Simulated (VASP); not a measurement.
The system is ScB2.

```
Sc B
1.0
     3.15000    0.00000    0.00000
    -1.57500    2.72798    0.00000
     0.00000    0.00000    3.52000
Sc B
1 2
Direct
  0.00000 0.00000 0.00000
  0.33333 0.66667 0.50000
  0.66667 0.33333 0.50000
```

```yaml
Program: VASP 6.6.1
Task: relaxation of volume and atoms at fixed shape
Functional: LDA
Potentials_or_basis: VASP PAW LDA potentials, release 64 (Sc_sv, B)
Cutoff: 600 eV
k_mesh: 17 × 17 × 13
Occupations: methfessel-paxton, width 0.05 eV
Spin: no spin polarisation
```

At the start: pressure -9.2 GPa; volume 10.08 Å³/atom.

Q: Where does the relaxation end?

A: Over 3 steps the energy falls by 13.8 meV/atom and the volume is 9.62 Å³/atom (-4.6 %); space group P6/mmm (No. 191, to 0.1 Å) before and after.

The path:
```csv
step,energy change (eV),largest force (eV/Å),pressure (GPa),volume (Å³)
1,0.0000,0.0000,-9.17,30.25
2,-0.0139,0.0000,8.51,27.79
3,-0.0414,0.0000,-0.05,28.86
```

Final structure:
```yaml
crystal:
  lattice:
    - [3.10112, 0.00000, 0.00000]
    - [-1.55056, 2.68565, 0.00000]
    - [0.00000, 0.00000, 3.46538]
  atoms:
    - { symbol: Sc, position: [0.00000, 0.00000, 0.00000] }
    - { symbol: B, position: [0.33333, 0.66667, 0.50000] }
    - { symbol: B, position: [0.66667, 0.33333, 0.50000] }
```
